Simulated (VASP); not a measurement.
# Pb (I4/mmm) in VASP: a series of runs

Pb is run at these levels: PBE; tasks: single point.

Everything below comes from runs of VASP 6.6.1. Logs are shortened: lines on timing, memory, paths and dates and some standing lists are left out, and cuts for length are marked.

## Step 1: The cell of the first run

The structure is tetragonal, space group I4/mmm (No. 139). The conventional cell has a = 3.633 Å, b = 3.633 Å, c = 4.742 Å, α = 90.00°, β = 90.00°, γ = 90.00°. Within 4.8 Å of Pb (site symmetry 4/mmm) lie 14 Pb at 3.50 to 4.74 Å.

## Step 2: Single point, PBE (strain +0.040 along x and y, -0.040 along z)

The input, INCAR:

```
  ALGO = Fast
  EDIFF = 1E-6
  ENCUT = 520
  GGA = PE
  ISIF = 2
  ISMEAR = 0
  LASPH = T
  LCHARG = T
  LELF = T
  LREAL = F
  LVHAR = T
  LWAVE = F
  NBANDS = 13
  NELM = 60
  PREC = Accurate
  SIGMA = 0.15
```

The input, KPOINTS:

```
k-points
0
Gamma
  16 16 16
```

The input, POSCAR:

```
Pb
1.0
    0.0000000000      2.5685920000      2.3710080000
    2.5685920000      0.0000000000      2.3710080000
    2.5685920000      2.5685920000      0.0000000000
Pb
1
Direct
    0.0000000000      0.0000000000      0.0000000000
```

Potentials or basis: VASP PAW PBE potentials, release 64 (Pb_d).

Run with:

```bash
$ cat potpaw_PBE.64/Pb_d/POTCAR > POTCAR
$ mpirun -np 1 vasp_std > vasp.out
```

OUTCAR:

```text
EDIFF = 1E-6
   ENCUT = 520
   GGA = PE
   ISIF = 2
   ISMEAR = 0
   LASPH = T
   LREAL = F
   NELM = 60
   PREC = Accurate

 ion  position               nearest neighbor table
   1  0.000  0.000  0.000-

  LATTYP: Found a body centered tetragonal cell.
 ALAT       =     3.6325376426
 C/A-ratio  =     1.3054279037

  Lattice vectors:

 A1 = (   0.0000000000,  -2.5685920000,  -2.3710080000)
 A2 = (   0.0000000000,   2.5685920000,  -2.3710080000)
 A3 = (   2.5685920000,   0.0000000000,   2.3710080000)

Analysis of symmetry for initial positions (statically):
=====================================================================
 Subroutine PRICEL returns:
 Original cell was already a primitive cell.

 Routine SETGRP: Setting up the symmetry group for a
 body centered tetragonal supercell.

 Subroutine GETGRP returns: Found 16 space group operations
 (whereof 16 operations were pure point group operations)
 out of a pool of 16 trial point group operations.

The static configuration has the point symmetry D_4h.

Analysis of symmetry for dynamics (positions and initial velocities):
=====================================================================
 Subroutine PRICEL returns:
 Original cell was already a primitive cell.

 Routine SETGRP: Setting up the symmetry group for a
 body centered tetragonal supercell.

 Subroutine GETGRP returns: Found 16 space group operations
 (whereof 16 operations were pure point group operations)
 out of a pool of 16 trial point group operations.

The dynamic configuration has the point symmetry D_4h.

 Subroutine INISYM returns: Found 16 space group operations
 (whereof 16 operations are pure point group operations),
 and found     1 'primitive' translations

----------------------------------------------------------------------------------------

                                     Primitive cell

  volume of cell :      31.2862

  direct lattice vectors                    reciprocal lattice vectors
     0.000000000  2.568592000  2.371008000    -0.194659175  0.194659175  0.210880773
     2.568592000  0.000000000  2.371008000     0.194659175 -0.194659175  0.210880773
     2.568592000  2.568592000  0.000000000     0.194659175  0.194659175 -0.210880773

  length of vectors
     3.495617799  3.495617799  3.632537643     0.346778156  0.346778156  0.346778156

  position of ions in fractional coordinates (direct lattice)
     0.000000000  0.000000000  0.000000000

  ion indices of the primitive-cell ions
   primitive index   ion index
                 1           1

----------------------------------------------------------------------------------------

 KPOINTS: k-points

Automatic generation of k-mesh.
 Grid dimensions read from file:
 generate k-points for:   16   16   16

 Generating k-lattice:

  Cartesian coordinates                     Fractional coordinates (reciprocal lattice)
    -0.012166198  0.012166198  0.013180048     0.062500000 -0.000000000  0.000000000
     0.012166198 -0.012166198  0.013180048    -0.000000000  0.062500000  0.000000000
     0.012166198  0.012166198 -0.013180048     0.000000000  0.000000000  0.062500000

  Length of vectors
     0.021673635  0.021673635  0.021673635

  Shift w.r.t. Gamma in fractional coordinates (k-lattice)
     0.000000000  0.000000000  0.000000000

 Subroutine IBZKPT returns following result:
 ===========================================

 Found    349 irreducible k-points:

 Following reciprocal coordinates:
            Coordinates               Weight
  0.000000  0.000000  0.000000      1.000000
  0.062500  0.000000  0.000000      8.000000
  0.125000  0.000000  0.000000      8.000000
  0.187500  0.000000  0.000000      8.000000
  0.250000  0.000000  0.000000      8.000000
  0.312500  0.000000  0.000000      8.000000
[... 16 lines left out ...]
 -0.125000  0.062500  0.000000      8.000000
 -0.062500  0.062500  0.000000      4.000000
 [... further k-points ...]
   k-points           NKPTS =    349   k-points in BZ     NKDIM =    349   number of bands    NBANDS=     13
   number of dos      NEDOS =    301   number of ions     NIONS =      1
   total plane-waves  NPLWV =  21952
   dimension x,y,z NGX =    28 NGY =   28 NGZ =   28
   dimension x,y,z NGXF=    56 NGYF=   56 NGZF=   56
   ions per type =               1
   NGX,Y,Z   is equivalent  to a cutoff of  13.32, 13.32, 12.81 a.u.
   NGXF,Y,Z  is equivalent  to a cutoff of  26.63, 26.63, 25.63 a.u.
 SYSTEM =  unknown system
   PREC   = accura    normal or accurate (medium, high low for compatibility)
   ISTART =      0    job   : 0-new  1-cont  2-samecut
   ICHARG =      2    charge: 1-file 2-atom 10-const
   ISPIN  =      1    spin polarized calculation?
   LNONCOLLINEAR =      F non collinear calculations
   LSORBIT =      F    spin-orbit coupling
   LASPH  =      T    aspherical Exc in radial PAW
   ENCUT  =  520.0 eV  38.22 Ry    6.18 a.u.   6.50  6.50  6.75*2*pi/ulx,y,z
   NELM   =     60;   NELMIN=  2; NELMDL= -5     # of ELM steps
   EDIFF  = 0.1E-05   stopping-criterion for ELM
   LREAL  =      F    real-space projection
   EDIFFG = 0.1E-04   stopping-criterion for IOM
   NSW    =      0    number of steps for IOM
   IBRION =     -1    ionic relax: 0-MD 1-quasi-New 2-CG
   NFREE  =      0    steps in history (QN), initial steepest desc. (CG)
   ISIF   =      2    stress and relaxation
   ISYM   =      2    0-nonsym 1-usesym 2-fastsym
   POTIM  = 0.5000    time-step for ionic-motion
   TEBEG  =    0.0;   TEEND  =   0.0 temperature during run
   PSTRESS=    0.0 pullay stress
   NELECT =      14.0000    total number of electrons
   NUPDOWN=      -1.0000    fix difference up-down
   EMIN   =  10.00;   EMAX   =-10.00  energy-range for DOS
   EFERMI =   0.00;   METHOD = LEGACY
   ISMEAR =     0;   SIGMA  =   0.15  broadening in eV -4-tet -1-fermi 0-gaus
   EFERMI_NEDOS =   21; number of points for ismear=-14 and -15
   IALGO  =     68    algorithm
   IMIX   =      4    mixing-type and parameters
     AMIX     =   0.40;   BMIX     =  1.00
     AMIX_MAG =   1.60;   BMIX_MAG =  1.00
  volume/ion in A,a.u.               =      31.29       211.13
  Fermi-wavevector in a.u.,A,eV,Ry     =   1.252179  2.366275 21.333286  1.567952
  Thomas-Fermi vector in A             =   2.386092
   LORBIT       =      0    0 simple, 1 ext, 2 COOP (PROOUT), +10 PAW based schemes
   GGA     = PE    functional components
   LHFCALC =     F    Hartree Fock is set to
   AEXX    =    0.0000 exact exchange contribution
   IVDW    =     0    specifies the selected vdW correction
   LEPSILON=     F    determine dielectric tensor
   LRPA    =     F    only Hartree local field effects (RPA)
 non-spin polarized calculation
 RMM-DIIS sequential band-by-band and
 Gauss-broadening in eV      SIGMA  =   0.15
  energy-cutoff  :      520.00
  volume of cell :       31.29
 maximum number of plane-waves:       869
 NGX is ok and might be reduce to    28
   NGX = 13   NGY = 13   NGZ = 13

 number of electron      14.0000003 magnetization

 Free energy of the ion-electron system (eV)
  ---------------------------------------------------
  ext. energy  EPLUGINS =         0.00000000
  ---------------------------------------------------
  free energy    TOTEN  =        -3.55874178 eV

  energy without entropy =       -3.55156140  energy(sigma->0) =       -3.55515159

 E-fermi :   6.9720     XC(G=0): -10.0357

 val. band max:        6.9604190258   @ k =  -0.4375   0.0625   0.3750
 cond. band min:       6.9729800636   @ k =  -0.4375   0.3750   0.0625
 fundamental gap:      0.0125610379
 Fermi energy:         6.9720180100

 k-point     1 :       0.0000    0.0000    0.0000
  band No.  band energies     occupation
      1     -10.1450      2.00000
      2     -10.1450      2.00000
      3     -10.0641      2.00000
      4     -10.0339      2.00000
      5      -9.9559      2.00000
      6      -4.6117      2.00000
      7      14.0188      0.00000
      8      14.1731      0.00000
      9      14.1731      0.00000
     10      16.7447      0.00000
     11      17.9079      0.00000
     12      19.2037      0.00000
     13      19.2049      0.00000

 k-point     2 :       0.0625    0.0000    0.0000
  band No.  band energies     occupation
      1     -10.1421      2.00000
      2     -10.1394      2.00000
      3     -10.0623      2.00000
      4     -10.0328      2.00000
      5      -9.9575      2.00000
      6      -4.5388      2.00000
      7      13.1856      0.00000
      8      14.0187      0.00000
      9      14.0396      0.00000
     10      16.5252      0.00000
     11      18.3729      0.00000
     12      19.3799      0.00000
     13      19.4330      0.00000

 k-point     3 :       0.1250    0.0000    0.0000
  band No.  band energies     occupation
      1     -10.1354      2.00000
      2     -10.1269      2.00000
      3     -10.0575      2.00000
      4     -10.0261      2.00000
      5      -9.9608      2.00000
      6      -4.3199      2.00000
      7      11.4013      0.00000
      8      13.6941      0.00000
      9      13.8458      0.00000
     10      16.2242      0.00000
     11      19.0949      0.00000
     12      19.2939      0.00000
     13      19.4299      0.00000
[... 305 lines left out ...]
 k-point    23 :      -0.1250    0.0625    0.0000
  band No.  band energies     occupation
      1     -10.1391      2.00000
      2     -10.1180      2.00000
      3     -10.0451      2.00000
      4     -10.0340      2.00000
      5      -9.9530      2.00000
      6      -4.1713      2.00000
      7      10.8959      0.00000
      8      12.7206      0.00000
      9      13.9627      0.00000
     10      16.4492      0.00000
     11      18.2303      0.00000
     12      18.8710      0.00000
     13      19.1117      0.00000

 k-point    24 :      -0.0625    0.0625    0.0000
  band No.  band energies     occupation
      1     -10.1434      2.00000
      2     -10.1325      2.00000
      3     -10.0524      2.00000
      4     -10.0362      2.00000
      5      -9.9554      2.00000
      6      -4.4278      2.00000
      7      12.5452      0.00000
      8      13.1931      0.00000
      9      14.1585      0.00000
     10      16.4996      0.00000
     11      18.5996      0.00000
     12      19.1343      0.00000
     13      19.2835      0.00000

 [... further k-points ...]

------------------------ aborting loop because EDIFF is reached ----------------------------------------

  FORCE on cell =-STRESS in cart. coord.  units (eV):
  Direction    XX          YY          ZZ          XY          YZ          ZX
  --------------------------------------------------------------------------------------
  -------------------------------------------------------------------------------------
  Total        0.1031979      0.1031979      0.3129091      0.0000000      0.0000000      0.0000000
  in kB        5.2847936      5.2847936     16.0241668      0.0000000      0.0000000      0.0000000
  external PRESSURE =       8.8645846 kB  Pullay stress =       0.0000000 kB

 VOLUME and BASIS-vectors are now :
 -----------------------------------------------------------------------------
  energy-cutoff  :      520.00
  volume of cell :       31.29
      direct lattice vectors                 reciprocal lattice vectors
     0.000000000  2.568592000  2.371008000    -0.194659175  0.194659175  0.210880773
     2.568592000  0.000000000  2.371008000     0.194659175 -0.194659175  0.210880773
     2.568592000  2.568592000  0.000000000     0.194659175  0.194659175 -0.210880773

 POSITION                                       TOTAL-FORCE (eV/Angst)
 -----------------------------------------------------------------------------------
      0.00000      0.00000      0.00000         0.000000     -0.000000      0.000000
 -----------------------------------------------------------------------------------
    total drift:                               -0.000000     -0.000000     -0.000000

  FREE ENERGIE OF THE ION-ELECTRON SYSTEM (eV)
  ---------------------------------------------------
  free  energy   TOTEN  =        -3.5587417781 eV

  energy  without entropy=       -3.5515614045  energy(sigma->0) =       -3.55515159
```

Wall time 58 s (1 thread of Intel Xeon 6975P-C (Granite Rapids), shared host); peak memory 0.25 GiB.

What came out:

- Free energy: -3.5587 eV
- Pressure: 0.9 GPa
- Band gap on the k mesh: zero (bands 7 and 8 overlap by 8.81 eV)

Levels at points of the mesh, in eV from the Fermi level:
```csv
k point,band 4,band 5,band 6,band 7,band 8,band 9,band 10,band 11
"(0.00, 0.00, 0.00)",-17.01,-16.93,-11.58,7.05,7.20,7.20,9.77,10.94
"(0.50, 0.00, 0.00)",-16.86,-16.82,-8.13,-4.08,4.77,5.81,8.86,9.47
"(0.50, 0.50, 0.00)",-16.80,-16.80,-6.27,-2.72,1.37,1.37,4.75,5.98
"(0.50, 0.00, 0.50)",-16.84,-16.79,-7.07,-3.39,2.09,2.58,5.58,6.85
```

Caveat: the cell differs from its parent crystal (strain +0.040 along x and y, -0.040 along z); spin-orbit coupling is left out, which moves the levels of the heavy elements.

[end of part 1 of 3]
